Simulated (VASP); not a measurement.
# LiH (Fm-3m) in VASP: further runs

The runs below take LiH through single point, with PBEsol.

Everything below comes from runs of VASP 6.6.1. Logs are shortened: lines on timing, memory, paths and dates and some standing lists are left out, and cuts for length are marked.

## Step 1: The cell of the first run

Symmetry: Fm-3m, No. 225, cubic system. Conventional cell: a = 3.788 Å, b = 3.788 Å, c = 3.788 Å, α = 90.00°, β = 90.00°, γ = 90.00°. Li (site symmetry m-3m) has 6 H at 1.89 Å within 2.5 Å. Within 2.5 Å of H (site symmetry m-3m) lie 6 Li at 1.89 Å.

## Step 2: Single point, PBEsol

INCAR reads:

```
SYSTEM = LiH
PREC = Accurate
ENCUT = 520
EDIFF = 1E-7
ISMEAR = 0
SIGMA = 0.01
LREAL = .FALSE.
LASPH = .TRUE.
NELM = 100
ALGO = Normal
ISIF = 2
LWAVE = .FALSE.
LCHARG = .FALSE.
GGA = PS
NBANDS = 9
```

KPOINTS reads:

```
Automatic mesh
0
G
  10 10 10
  0 0 0
```

POSCAR reads:

```
LiH
1.0
    0.0000000000      1.8942366292      1.8942366292
    1.8942366292      0.0000000000      1.8942366292
    1.8942366292      1.8942366292      0.0000000000
Li H
1 1
Direct
    0.0000000000      0.0000000000      0.0000000000
    0.5000000000      0.5000000000      0.5000000000
```

Potentials or basis: VASP PAW PBE potentials, release 64 (Li_sv, H).

On the command line:

```bash
$ cat potpaw_PBE.64/Li_sv/POTCAR potpaw_PBE.64/H/POTCAR > POTCAR
$ mpirun -np 1 vasp_std > vasp.out
```

OUTCAR:

```text
SYSTEM = LiH
   PREC = Accurate
   ENCUT = 520
   EDIFF = 1E-7
   ISMEAR = 0
   LREAL = .FALSE.
   LASPH = .TRUE.
   NELM = 100
   ISIF = 2
   GGA = PS

 ion  position               nearest neighbor table
   1  0.000  0.000  0.000-
   2  0.500  0.500  0.500-

  LATTYP: Found a face centered cubic cell.
 ALAT       =     3.7884732584

  Lattice vectors:

 A1 = (   0.0000000000,   1.8942366292,   1.8942366292)
 A2 = (   1.8942366292,   0.0000000000,   1.8942366292)
 A3 = (   1.8942366292,   1.8942366292,   0.0000000000)

Analysis of symmetry for initial positions (statically):
=====================================================================
 Subroutine PRICEL returns:
 Original cell was already a primitive cell.

 Routine SETGRP: Setting up the symmetry group for a
 face centered cubic supercell.

 Subroutine GETGRP returns: Found 48 space group operations
 (whereof 48 operations were pure point group operations)
 out of a pool of 48 trial point group operations.

The static configuration has the point symmetry O_h .

Analysis of symmetry for dynamics (positions and initial velocities):
=====================================================================
 Subroutine PRICEL returns:
 Original cell was already a primitive cell.

 Routine SETGRP: Setting up the symmetry group for a
 face centered cubic supercell.

 Subroutine GETGRP returns: Found 48 space group operations
 (whereof 48 operations were pure point group operations)
 out of a pool of 48 trial point group operations.

The dynamic configuration has the point symmetry O_h .

 Subroutine INISYM returns: Found 48 space group operations
 (whereof 48 operations are pure point group operations),
 and found     1 'primitive' translations

----------------------------------------------------------------------------------------

                                     Primitive cell

  volume of cell :      13.5935

  direct lattice vectors                    reciprocal lattice vectors
     0.000000000  1.894236629  1.894236629    -0.263958574  0.263958574  0.263958574
     1.894236629  0.000000000  1.894236629     0.263958574 -0.263958574  0.263958574
     1.894236629  1.894236629  0.000000000     0.263958574  0.263958574 -0.263958574

  length of vectors
     2.678855131  2.678855131  2.678855131     0.457189662  0.457189662  0.457189662

  position of ions in fractional coordinates (direct lattice)
     0.000000000  0.000000000  0.000000000
     0.500000000  0.500000000  0.500000000

[... 76 lines left out ...]
   EDIFF  = 0.1E-06   stopping-criterion for ELM
   LREAL  =      F    real-space projection
   EDIFFG = 0.1E-05   stopping-criterion for IOM
   NSW    =      0    number of steps for IOM
   IBRION =     -1    ionic relax: 0-MD 1-quasi-New 2-CG
   NFREE  =      0    steps in history (QN), initial steepest desc. (CG)
   ISIF   =      2    stress and relaxation
   ISYM   =      2    0-nonsym 1-usesym 2-fastsym
   POTIM  = 0.5000    time-step for ionic-motion
   TEBEG  =    0.0;   TEEND  =   0.0 temperature during run
   PSTRESS=    0.0 pullay stress
   NELECT =       4.0000    total number of electrons
   NUPDOWN=      -1.0000    fix difference up-down
   EMIN   =  10.00;   EMAX   =-10.00  energy-range for DOS
   EFERMI =   0.00;   METHOD = LEGACY
   ISMEAR =     0;   SIGMA  =   0.01  broadening in eV -4-tet -1-fermi 0-gaus
   EFERMI_NEDOS =   21; number of points for ismear=-14 and -15
   IALGO  =     38    algorithm
   IMIX   =      4    mixing-type and parameters
     AMIX     =   0.40;   BMIX     =  1.00
     AMIX_MAG =   1.60;   BMIX_MAG =  1.00
  volume/ion in A,a.u.               =       6.80        45.87
  Fermi-wavevector in a.u.,A,eV,Ry     =   1.088890  2.057703 16.132170  1.185681
  Thomas-Fermi vector in A             =   2.225081
   LORBIT       =      0    0 simple, 1 ext, 2 COOP (PROOUT), +10 PAW based schemes
   GGA     = PS    functional components
   LHFCALC =     F    Hartree Fock is set to
   AEXX    =    0.0000 exact exchange contribution
   IVDW    =     0    specifies the selected vdW correction
   LEPSILON=     F    determine dielectric tensor
   LRPA    =     F    only Hartree local field effects (RPA)
 non-spin polarized calculation
 Gauss-broadening in eV      SIGMA  =   0.01
  energy-cutoff  :      520.00
  volume of cell :       13.59
 maximum number of plane-waves:       377
   NGX =  9   NGY =  9   NGZ =  9

 number of electron       3.9999996 magnetization

 Free energy of the ion-electron system (eV)
  ---------------------------------------------------
  ext. energy  EPLUGINS =         0.00000000
  ---------------------------------------------------
  free energy    TOTEN  =        -6.07548797 eV

  energy without entropy =       -6.07548797  energy(sigma->0) =       -6.07548797

 E-fermi :   1.1653     XC(G=0):  -9.1724

 val. band max:        1.0315050041   @ k =   0.5000   0.5000   0.0000
 cond. band min:       3.6066039086   @ k =   0.5000   0.5000   0.0000
 fundamental gap:      2.5750989045
 Fermi energy:         1.1652924114

 k-point     1 :       0.0000    0.0000    0.0000
  band No.  band energies     occupation
      1     -42.5922      2.00000
      2      -5.1709      2.00000
      3      19.4545      0.00000
      4      20.5118      0.00000
      5      20.5118      0.00000
      6      20.5118      0.00000
      7      25.5010      0.00000
      8      25.5010      0.00000
      9      25.5010      0.00000
[... 265 lines left out ...]
 k-point    24 :       0.4000    0.3000    0.0000
  band No.  band energies     occupation
      1     -42.4950      2.00000
      2      -1.7867      2.00000
      3       8.0758      0.00000
      4      12.0961      0.00000
      5      13.5863      0.00000
      6      18.5066      0.00000
      7      20.6632      0.00000
      8      33.8120      0.00000
      9      34.0015      0.00000

 [... further k-points ...]
[... 5 lines left out ...]
  --------------------------------------------------------------------------------------
  -------------------------------------------------------------------------------------
  Total        0.5829547      0.5829547      0.5829547     -0.0000000     -0.0000000     -0.0000000
  in kB       68.7088585     68.7088585     68.7088585     -0.0000000     -0.0000000     -0.0000000
  external PRESSURE =      68.7088585 kB  Pullay stress =       0.0000000 kB

 VOLUME and BASIS-vectors are now :
 -----------------------------------------------------------------------------
  energy-cutoff  :      520.00
  volume of cell :       13.59
      direct lattice vectors                 reciprocal lattice vectors
     0.000000000  1.894236629  1.894236629    -0.263958574  0.263958574  0.263958574
     1.894236629  0.000000000  1.894236629     0.263958574 -0.263958574  0.263958574
     1.894236629  1.894236629  0.000000000     0.263958574  0.263958574 -0.263958574

 POSITION                                       TOTAL-FORCE (eV/Angst)
 -----------------------------------------------------------------------------------
      0.00000      0.00000      0.00000        -0.000000      0.000000     -0.000000
      1.89424      1.89424      1.89424         0.000000     -0.000000      0.000000
 -----------------------------------------------------------------------------------
    total drift:                                0.000000     -0.000000      0.000000

  FREE ENERGIE OF THE ION-ELECTRON SYSTEM (eV)
  ---------------------------------------------------
  free  energy   TOTEN  =        -6.0754879717 eV

  energy  without entropy=       -6.0754879717  energy(sigma->0) =       -6.07548797
```

stdout:

```text
POSCAR found type information on POSCAR LiH
 POSCAR found :  2 types and       2 ions
 scaLAPACK will be used
 -----------------------------------------------------------------------------
|                                                                             |
|                                                                             |
|     You enforced a specific xc type in the INCAR file but a different       |
|     I HOPE YOU KNOW WHAT YOU ARE DOING!                                     |
|                                                                             |
 -----------------------------------------------------------------------------

 LDA part: xc-table for (Slater+PW92), standard interpolation
 POSCAR, INCAR and KPOINTS ok, starting setup
 FFT: planning ... GRIDC
 FFT: planning ... GRID_SOFT
 FFT: planning ... GRID
 WAVECAR not read
 entering main loop
```

Wall time 8.9 s (1 thread of Intel Xeon 8259CL, shared host); peak memory 0.12 GiB.

Results:

| Item | Value |
| --- | --- |
| Free energy | -6.0755 eV |
| Band gap on the k mesh | 2.58 eV, direct |

Caveat: the cutoff is under 1.25 times the usual one of these potentials, so pressure, stress and relaxed cells hold a basis-set (Pulay) error; the PAW data sets were made with another functional, which shifts forces and pressure a little. A k mesh can miss the band edges.

## Step 3: Single point, PBEsol

This run uses another cell than the first one, of 6.48 Å³/atom, 0.954 times its volume.

INCAR reads:

```
ALGO = Normal ; EDIFF = 1E-7
ENCUT = 520 ; GGA = PS
ISIF = 2 ; ISMEAR = 0
LASPH = True ; LCHARG = True
LELF = True ; LREAL = False
LVHAR = True ; LWAVE = False
NBANDS = 9 ; NELM = 80
PREC = Accurate ; SIGMA = 0.01
```

KPOINTS reads:

```
k-points
0
Gamma
  10 10 10
```

POSCAR reads:

```
LiH
1.0
    0.0000000000      1.8645504606      1.8645504606
    1.8645504606      0.0000000000      1.8645504606
    1.8645504606      1.8645504606      0.0000000000
Li H
1 1
Direct
    0.0000000000      0.0000000000      0.0000000000
    0.5000000000      0.5000000000      0.5000000000
```

Potentials or basis: VASP PAW PBE potentials, release 64 (Li_sv, H).

On the command line:

```bash
$ cat potpaw_PBE.64/Li_sv/POTCAR potpaw_PBE.64/H/POTCAR > POTCAR
$ mpirun -np 1 vasp_std > vasp.out
```

OUTCAR:

```text
EDIFF = 1E-7
   ENCUT = 520
   GGA = PS
   ISIF = 2
   ISMEAR = 0
   LASPH = True
   LREAL = False
   NELM = 80
   PREC = Accurate

 ion  position               nearest neighbor table
   1  0.000  0.000  0.000-
   2  0.500  0.500  0.500-

  LATTYP: Found a face centered cubic cell.
 ALAT       =     3.7291009212

  Lattice vectors:

 A1 = (   0.0000000000,   1.8645504606,   1.8645504606)
 A2 = (   1.8645504606,   0.0000000000,   1.8645504606)
[... 463 lines left out ...]
      3       8.4931      0.00000
      4      12.6020      0.00000
      5      14.1354      0.00000
      6      19.2110      0.00000
      7      21.6193      0.00000
      8      35.0769      0.00000
      9      35.2038      0.00000

 [... further k-points ...]
[... 5 lines left out ...]
  --------------------------------------------------------------------------------------
  -------------------------------------------------------------------------------------
  Total        0.8032374      0.8032374      0.8032374      0.0000000      0.0000000     -0.0000000
  in kB       99.2663626     99.2663626     99.2663626      0.0000000      0.0000000     -0.0000000
  external PRESSURE =      99.2663626 kB  Pullay stress =       0.0000000 kB

 VOLUME and BASIS-vectors are now :
 -----------------------------------------------------------------------------
  energy-cutoff  :      520.00
  volume of cell :       12.96
      direct lattice vectors                 reciprocal lattice vectors
     0.000000000  1.864550461  1.864550461    -0.268161152  0.268161152  0.268161152
     1.864550461  0.000000000  1.864550461     0.268161152 -0.268161152  0.268161152
     1.864550461  1.864550461  0.000000000     0.268161152  0.268161152 -0.268161152

 POSITION                                       TOTAL-FORCE (eV/Angst)
 -----------------------------------------------------------------------------------
      0.00000      0.00000      0.00000        -0.000000      0.000000     -0.000000
      1.86455      1.86455      1.86455         0.000000     -0.000000      0.000000
 -----------------------------------------------------------------------------------
    total drift:                                0.000000     -0.000000      0.000000

  FREE ENERGIE OF THE ION-ELECTRON SYSTEM (eV)
  ---------------------------------------------------
  free  energy   TOTEN  =        -6.0411601317 eV

  energy  without entropy=       -6.0411601317  energy(sigma->0) =       -6.04116013
```

Run time: 8.9 s. Hardware: 1 thread of Intel Xeon 8259CL, shared host; peak memory 0.12 GiB.

What came out:

```
Free energy            : -6.0412 eV
Band gap on the k mesh : 2.52 eV, direct
```

Levels at points of the mesh, in eV from the valence-band top:
```tsv
k point	band 1	band 2	band 3	band 4	band 5	band 6	band 7
(0.00, 0.00, 0.00)	-43.62	-6.39	19.12	20.00	20.00	20.00	25.10
(0.50, 0.00, 0.00)	-43.51	-3.41	5.26	15.55	18.31	18.31	21.18
(0.50, 0.50, 0.00)	-43.48	0.00	2.52	11.69	11.69	15.07	20.49
```

Caveat: the cutoff is under 1.25 times the usual one of these potentials, so pressure, stress and relaxed cells hold a basis-set (Pulay) error; the PAW data sets were made with another functional, which shifts forces and pressure a little.

(Part 1 of 2 ends here.)
